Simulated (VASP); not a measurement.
Runs of VASP 6.6.1 on Cu3O2. The structure is that of space group I4/mmm (No. 139), or close to it. The cells are those of the table. 

```csv
task,level,potentials or basis,cell,k mesh,cutoff (eV),gap on the mesh (eV),pressure (GPa)
relaxation of cell and atoms,PBEsol,"VASP PAW PBE potentials, release 64 (Cu, O)","relaxed to 30 GPa from a = 4.656 Å, angles 128.5, 128.5, 75.8°, 5 atoms",9 × 9 × 9,600,none,30.0
relaxation of cell and atoms,PBEsol,"VASP PAW PBE potentials, release 64 (Cu, O)","relaxed to 20 GPa from a = 4.656 Å, angles 128.5, 128.5, 75.8°, 5 atoms",9 × 9 × 9,600,none,20.0
relaxation of cell and atoms,LDA,"VASP PAW LDA potentials, release 64 (Cu_sv_GW, O)","relaxed from a = 4.656 Å, angles 128.5, 128.5, 75.8°, 5 atoms",9 × 9 × 9,820,none,0.0
single point,PBEsol,"VASP PAW PBE potentials, release 64 (Cu_sv_GW, O)","a = 4.714 Å, angles 129.2, 129.2, 74.7°, 5 atoms",8 × 8 × 8,820,none,(a)
single point,LDA,"VASP PAW LDA potentials, release 64 (Cu, O)","a = 4.656 Å, angles 128.5, 128.5, 75.8°, 5 atoms",9 × 9 × 9,520,none,(b)
single point,PBEsol,"VASP PAW PBE potentials, release 64 (Cu_sv_GW, O)","a = 4.685 Å, angles 128.8, 128.8, 75.3°, 5 atoms",8 × 8 × 8,820,none,-9.0
single point,PBE,"VASP PAW PBE potentials, release 64 (Cu_sv_GW, O)","a = 4.468 Å, angles 130.6, 130.6, 72.5°, 5 atoms",9 × 9 × 9,820,none,28.8
single point,PBEsol,"VASP PAW PBE potentials, release 64 (Cu_sv_GW, O)","a = 4.541 Å, angles 127.1, 127.1, 78.1°, 5 atoms",8 × 8 × 8,820,none,3.3
relaxation of cell and atoms,PBEsol,"VASP PAW PBE potentials, release 64 (Cu, O)","relaxed to 10 GPa from a = 4.656 Å, angles 128.5, 128.5, 75.8°, 5 atoms",9 × 9 × 9,600,none,10.0
```

Alike in all rows: no spin polarisation; smearing fermi-dirac 0.05 eV.

Task: Estimate the missing entries.

Result: (a) -10.7; (b) -10.9.

Caveats: the PAW data sets were made with another functional, which shifts forces and pressure a little (at least some runs); the cell is relaxed towards a set pressure, so the run minimises the enthalpy, not the energy (at least some runs); the stress differs along the axes, from -18 to -7 GPa (at least some runs); the stress differs along the axes, from -16 to -9 GPa (at least some runs); the stress differs along the axes, from -14 to -6 GPa (at least some runs); the cell stands under pressure (at least some runs).

A gap of «none» marks levels without a gap at the run's occupations.

The runs don't all hold the same shells in valence.
